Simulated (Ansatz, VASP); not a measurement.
Ga in VASP and in Ansatz

File INCAR:

```
PREC = Accurate ; ENCUT = 600
EDIFF = 1E-6 ; ISMEAR = -1
SIGMA = 0.05 ; LREAL = False
LASPH = True ; NELM = 60
ALGO = Fast ; ISIF = 3
LWAVE = False ; LCHARG = False
GGA = B5 ; ALDAX = 1.0
AGGAX = 1.0 ; AGGAC = 1.0
ALDAC = 0.0 ; IVDW = 12
VDW_S6 = 1.0 ; VDW_S8 = 2.6996
VDW_A1 = 0.4298 ; VDW_A2 = 4.2359
IBRION = 2 ; NSW = 60
EDIFFG = -0.01
```

File KPOINTS:

```
regular mesh
0
Gamma
  10 10 10
```

Contents of POSCAR:

```
Ga
1.0
    2.7164800000      0.0000000000      0.0000000000
    0.0000000000      2.7164800000      0.0000000000
    0.0000000000      0.0000000000      2.7164800000
Ga
1
Direct
    0.0000000000      0.0000000000      0.0000000000
```

Contents of input.yaml:

```yaml
crystal:
  lattice:
    - [2.71648, 0.0, 0.0]
    - [0.0, 2.71648, 0.0]
    - [0.0, 0.0, 2.71648]
  atoms:
    - { symbol: Ga, position: [0.0, 0.0, 0.0] }
hamiltonian:
  xc: blyp
  pseudopotentials: { kind: paw }
  dispersion: d3bj
kpoints:
  mp_grid: { grid: [10, 10, 10] }
scf:
  occupations: { method: fermi_dirac, width: 0.05 }
output:
  forces: true
  stress: true
  eigenvalues: true
  write_density: true
  write_potential: true
  elf: true
  volumetric_format: npy
relax:
  f_tol: 0.01
  max_steps: 40
  cell: { stress_tol: 0.05 }
```

Alike in both runs: task relaxation of cell and atoms; functional BLYP; dispersion D3(BJ); k mesh 10 × 10 × 10; occupations fermi-dirac, width 0.05 eV; no spin polarisation.

```csv
,VASP,Ansatz
version,VASP 6.6.1,Ansatz 0.2.0
potentials or method,"VASP PAW PBE potentials, release 64 (Ga_d)",Ansatz PAW
plane-wave cutoff (eV),600,420
valence electrons in the cell,13,13
```

VASP gave:

* gap on the k mesh at the Fermi level, each at its own relaxed structure (eV): none
* relaxed volume (Å³/atom): 19.92
* relaxed cell length with the largest relative difference (Å): 2.711

Q: Estimate Ansatz's values.

A: gap on the k mesh at the Fermi level, each at its own relaxed structure (eV): none; relaxed volume (Å³/atom): 19.88; relaxed cell length with the largest relative difference (Å): 2.709.

VASP's potentials were made for PBE, not for BLYP. A gap of «none» marks a metal or a gap that the smearing closes.

Noted on Ansatz's run: the plane-wave basis is chosen anew once the cell has moved, so the energies of steps on either side of that aren't comparable.
